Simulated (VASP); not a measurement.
# MnS (F-43m) in VASP: notebook, part 3 of 3

VASP 6.6.1.

## 4. Single point, RPBE+D3(BJ), collinear spin, ferromagnetic start

This run uses another cell than the first one, of 14.22 Å³/atom, 0.904 times its volume.

File INCAR:

```
ALGO = Normal
EDIFF = 1E-6
ENCUT = 520
GGA = RP
ISIF = 2
ISMEAR = -1
ISPIN = 2
IVDW = 12
LASPH = True
LCHARG = True
LELF = True
LMAXMIX = 4
LORBIT = 11
LREAL = False
LVHAR = True
LWAVE = False
MAGMOM = 4 0
NBANDS = 20
NELM = 150
PREC = Accurate
SIGMA = 0.05
```

File KPOINTS:

```
k-points
0
Gamma
  9 9 9
```

File POSCAR:

```
MnS
1.0
    0.0000000000      2.4229704058      2.4229704058
    2.4229704058      0.0000000000      2.4229704058
    2.4229704058      2.4229704058      0.0000000000
Mn S
1 1
Direct
    0.0000000000      0.0000000000      0.0000000000
    0.7500000000      0.7500000000      0.7500000000
```

Potentials or basis: VASP PAW PBE potentials, release 64 (Mn_pv, S).

Command:

```bash
> cat potpaw_PBE.64/Mn_pv/POTCAR potpaw_PBE.64/S/POTCAR > POTCAR
> mpirun -np 1 vasp_std > vasp.out
```

OUTCAR:

```text
EDIFF = 1E-6
   ENCUT = 520
   GGA = RP
   ISIF = 2
   ISMEAR = -1
   ISPIN = 2
   IVDW = 12
   LASPH = True
   LORBIT = 11
   LREAL = False
   NELM = 150
   PREC = Accurate
 IVDW          = 12

 ion  position               nearest neighbor table
   1  0.000  0.000  0.000-   2 2.10   2 2.10   2 2.10   2 2.10
   2  0.750  0.750  0.750-   1 2.10   1 2.10   1 2.10   1 2.10

  LATTYP: Found a face centered cubic cell.
 ALAT       =     4.8459408116

  Lattice vectors:

 A1 = (   0.0000000000,   2.4229704058,   2.4229704058)
 A2 = (   2.4229704058,   0.0000000000,   2.4229704058)
 A3 = (   2.4229704058,   2.4229704058,   0.0000000000)

Analysis of symmetry for initial positions (statically):
=====================================================================
 Subroutine PRICEL returns:
 Original cell was already a primitive cell.

 Routine SETGRP: Setting up the symmetry group for a
 face centered cubic supercell.

 Subroutine GETGRP returns: Found 24 space group operations
 (whereof 24 operations were pure point group operations)
 out of a pool of 48 trial point group operations.

[... 1291 lines left out ...]
     20      26.1417      0.00000

 [... further k-points ...]

------------------------ aborting loop because EDIFF is reached ----------------------------------------

 Edisp (eV)   -4.21403

 E8    (eV) :    -2.5384

  FORCE on cell =-STRESS in cart. coord.  units (eV):
  Direction    XX          YY          ZZ          XY          YZ          ZX
  --------------------------------------------------------------------------------------
  -------------------------------------------------------------------------------------
  Total      -2.08172    -2.08172    -2.08172     0.00000     0.00000    -0.00000
  in kB    -117.23553  -117.23553  -117.23553     0.00000     0.00000    -0.00000
  external pressure =     -117.24 kB  Pullay stress =        0.00 kB

 VOLUME and BASIS-vectors are now :
 -----------------------------------------------------------------------------
  energy-cutoff  :      520.00
  volume of cell :       28.45
      direct lattice vectors                 reciprocal lattice vectors
     0.000000000  2.422970406  2.422970406    -0.206358278  0.206358278  0.206358278
     2.422970406  0.000000000  2.422970406     0.206358278 -0.206358278  0.206358278
     2.422970406  2.422970406  0.000000000     0.206358278  0.206358278 -0.206358278

 POSITION                                       TOTAL-FORCE (eV/Angst)
 -----------------------------------------------------------------------------------
      0.00000      0.00000      0.00000         0.000000      0.000000     -0.000000
      3.63446      3.63446      3.63446        -0.000000     -0.000000      0.000000
 -----------------------------------------------------------------------------------
    total drift:                               -0.000002     -0.000002     -0.000001

  FREE ENERGIE OF THE ION-ELECTRON SYSTEM (eV)
  ---------------------------------------------------
  free  energy   TOTEN  =       -16.8511256779 eV

  energy  without entropy=      -16.8318881660  energy(sigma->0) =      -16.84150692

 total charge

# of ion       s       p       d       tot
------------------------------------------
    1        0.376   6.349   5.436  12.160
    2        1.329   2.464   0.000   3.793
--------------------------------------------------
tot          1.705   8.813   5.436  15.954

 magnetization (x)

# of ion       s       p       d       tot
------------------------------------------
    1        0.005   0.003   0.131   0.139
    2       -0.001  -0.002   0.000  -0.003
--------------------------------------------------
tot          0.005   0.001   0.131   0.137
```

OSZICAR:

```text
N       E                     dE             d eps       ncg     rms          rms(c)
DAV:   1     0.164503304830E+03    0.16450E+03   -0.10169E+04  2816   0.105E+03
DAV:   2    -0.506799220608E+01   -0.16957E+03   -0.16040E+03  2904   0.301E+02
DAV:   3    -0.131106342459E+02   -0.80426E+01   -0.79355E+01  3200   0.709E+01
DAV:   4    -0.131993353404E+02   -0.88701E-01   -0.88640E-01  3112   0.765E+00
DAV:   5    -0.132004177649E+02   -0.10824E-02   -0.10824E-02  3220   0.875E-01    0.204E+01
DAV:   6    -0.128962596508E+02    0.30416E+00   -0.66546E+00  3036   0.367E+01    0.108E+01
DAV:   7    -0.124263875142E+02    0.46987E+00   -0.26358E+00  3052   0.226E+01    0.715E+00
DAV:   8    -0.125220701721E+02   -0.95683E-01   -0.14264E-01  3148   0.400E+00    0.354E+00
DAV:   9    -0.126033757122E+02   -0.81306E-01   -0.47821E-02  3232   0.238E+00    0.187E+00
DAV:  10    -0.126333506043E+02   -0.29975E-01   -0.41434E-02  3168   0.178E+00    0.838E-01
DAV:  11    -0.126364105033E+02   -0.30599E-02   -0.77404E-03  3096   0.590E-01    0.404E-01
DAV:  12    -0.126369175309E+02   -0.50703E-03   -0.24879E-03  3136   0.286E-01    0.135E-01
DAV:  13    -0.126370656971E+02   -0.14817E-03   -0.22349E-04  3184   0.122E-01    0.493E-02
DAV:  14    -0.126370845143E+02   -0.18817E-04   -0.40475E-05  3280   0.395E-02    0.242E-02
DAV:  15    -0.126370887685E+02   -0.42542E-05   -0.97858E-06  3300   0.183E-02    0.134E-02
DAV:  16    -0.126370920571E+02   -0.32886E-05   -0.80012E-06  2996   0.188E-02    0.888E-03
DAV:  17    -0.126370931927E+02   -0.11355E-05   -0.13420E-06  2264   0.918E-03    0.552E-03
DAV:  18    -0.126370938946E+02   -0.70191E-06   -0.12156E-06  1560   0.746E-03
   1 F= -.16851126E+02 E0= -.16841507E+02  d E =-.192375E-01  mag=     0.1431
```

stdout:

```text
POSCAR found type information on POSCAR MnS
 POSCAR found :  2 types and       2 ions
 scaLAPACK will be used
 -----------------------------------------------------------------------------
|                                                                             |
|                                                                             |
|     You enforced a specific xc type in the INCAR file but a different       |
|     I HOPE YOU KNOW WHAT YOU ARE DOING!                                     |
|                                                                             |
 -----------------------------------------------------------------------------

 LDA part: xc-table for (Slater+PW92), standard interpolation
 POSCAR, INCAR and KPOINTS ok, starting setup
 FFT: planning ... GRIDC
 FFT: planning ... GRID_SOFT
 FFT: planning ... GRID
 WAVECAR not read
 entering main loop
```

Run time: 32 s. Hardware: 1 thread of Intel Xeon 6975P-C (Granite Rapids), shared host; peak memory 0.19 GiB.

Results:

```
Free energy                                           : -16.8511 eV
Pressure                                              : -11.7 GPa
Net moment                                            : 0.15 μB per cell
Site moments                                          : Mn +0.14; S -0.00 μB
Valence electrons inside the program's atomic spheres : Mn 12.16; S 3.79
Dispersion energy per atom                            : -2.107 eV
```

Caveat: the PAW data sets were made with another functional, which shifts forces and pressure a little; the moment fell far below its start of 4 μB, so a state of higher moment may lie lower in energy; semilocal functionals often make such compounds metallic where correlation or magnetic order opens a gap, which also shifts bond lengths; pairwise dispersion overbinds metals, which lowers pressure and volume. With open d or f shells a metallic result of RPBE can be an artefact of self-interaction; +U or a hybrid may open a gap.

## 5. Single point, RPBE+D3(BJ), collinear spin, ferromagnetic start

This run uses another cell than the first one, of 14.53 Å³/atom, 0.923 times its volume.

File INCAR:

```
ALGO = Normal
EDIFF = 1E-7
ENCUT = 520
GGA = RP
ISIF = 2
ISMEAR = -1
ISPIN = 2
IVDW = 12
LASPH = True
LCHARG = False
LMAXMIX = 4
LORBIT = 11
LREAL = False
LWAVE = False
MAGMOM = 4 0
NBANDS = 20
NELM = 150
PREC = Accurate
SIGMA = 0.05
```

KPOINTS is that of step 4.

File POSCAR:

```
MnS
1.0
    0.0000000000      2.4400341398      2.4400341398
    2.4400341398      0.0000000000      2.4400341398
    2.4400341398      2.4400341398      0.0000000000
Mn S
1 1
Direct
    0.0000000000      0.0000000000      0.0000000000
    0.7500000000      0.7500000000      0.7500000000
```

Command:

```bash
> cat potpaw_PBE.64/Mn_pv/POTCAR potpaw_PBE.64/S/POTCAR > POTCAR
> mpirun -np 1 vasp_std > vasp.out
```

Run time: 33 s. Hardware: 1 thread of Intel Xeon 6975P-C (Granite Rapids), shared host; peak memory 0.19 GiB.

The run converged. Its results:

```
Free energy                                           : -16.8021 eV
Pressure                                              : -14.3 GPa
Net moment                                            : 0.17 μB per cell
Site moments                                          : Mn +0.17; S -0.00 μB
Valence electrons inside the program's atomic spheres : Mn 12.11; S 3.78
Dispersion energy per atom                            : -2.054 eV
```

Levels at points of the mesh, in eV from the Fermi level:
Spin up:
| k point | band 6 | band 7 | band 8 | band 9 | band 10 | band 11 | band 12 | band 13 | band 14 | band 15 |
| --- | --- | --- | --- | --- | --- | --- | --- | --- | --- | --- |
| (0.00, 0.00, 0.00) | -4.88 | -4.88 | -0.93 | -0.93 | 3.91 | 3.91 | 3.91 | 4.10 | 8.05 | 8.05 |
Spin down:
```
           k point  band 7  band 8  band 9  band 10  band 11  band 12
(0.00, 0.00, 0.00)   -4.84   -0.72   -0.72     3.96     3.96     3.96
```

Caveat: the PAW data sets were made with another functional, which shifts forces and pressure a little; the moment fell far below its start of 4 μB, so a state of higher moment may lie lower in energy; semilocal functionals often make such compounds metallic where correlation or magnetic order opens a gap, which also shifts bond lengths; pairwise dispersion overbinds metals, which lowers pressure and volume. With open d or f shells a metallic result of RPBE can be an artefact of self-interaction; +U or a hybrid may open a gap.

## 6. Summary

| level | cell | k mesh | gap on the mesh (eV) | pressure (GPa) | moment (μB) |
| --- | --- | --- | --- | --- | --- |
| PBEsol | a = 3.544 Å, angles 60.0°, 2 atoms | 9 × 9 × 9 | none | -7.7 | 0.27 |
| PBE | a = 3.498 Å, angles 60.0°, 2 atoms | 4 × 4 × 4 | none | 25.3 | 3.19 |
| RPBE+D3(BJ) | a = 3.427 Å, angles 60.0°, 2 atoms | 9 × 9 × 9 | none | -11.7 | 0.15 |
| RPBE+D3(BJ) | a = 3.451 Å, angles 60.0°, 2 atoms | 9 × 9 × 9 | none | -14.3 | 0.17 |

Alike in all rows: task single point; potentials or basis VASP PAW PBE potentials, release 64 (Mn_pv, S); spin collinear, ferromagnetic start; cutoff (eV) 520; smearing fermi-dirac 0.05 eV.

Caveats: some runs use coarse meshes; semilocal functionals often make such compounds metallic where correlation or magnetic order opens a gap, which also shifts bond lengths; the PAW data sets were made with another functional, which shifts forces and pressure a little (some runs); the moment fell far below its start of 4 μB, so a state of higher moment may lie lower in energy (some runs); pairwise dispersion overbinds metals, which lowers pressure and volume (some runs); a cell with one magnetic atom can't hold antiferromagnetic order, which such compounds often take (some runs).

Total energies depend on the potentials used, so only differences within one code and one set of settings carry meaning.
